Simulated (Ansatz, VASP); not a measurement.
## In in VASP and in Ansatz

```xyz
1
Lattice="-1.6020 1.6282 2.4756 1.6282 -1.6020 2.4756 1.5261 1.5261 -2.4583" Properties=species:S:1:pos:R:3 pbc="T T T"
In    0.0000    0.0000    0.0000
```

Alike in both runs: task single point; functional LDA; k mesh 12 × 12 × 14; occupations fermi-dirac, width 0.3 eV; no spin polarisation.

```csv
,VASP,Ansatz
version,VASP 6.6.1,Ansatz 0.2.0
potentials or method,"VASP PAW LDA potentials, release 64 (In_d), cutoff 520 eV","plane waves (420 eV) with PAW, scalar-relativistic"
valence electrons in the cell,13,13
```

Ansatz gave:

* pressure (GPa): 0.3
* traceless stress, the component that is largest in VASP (GPa): -0.10

Estimate VASP's values.

pressure (GPa): 0.4; traceless stress, the component that is largest in VASP (GPa): -0.11.

Ansatz warns that its potentials were made for another functional, while VASP's fit it. LDA's correlation is that of Perdew and Zunger in VASP and of Perdew and Wang (1992) in Ansatz.
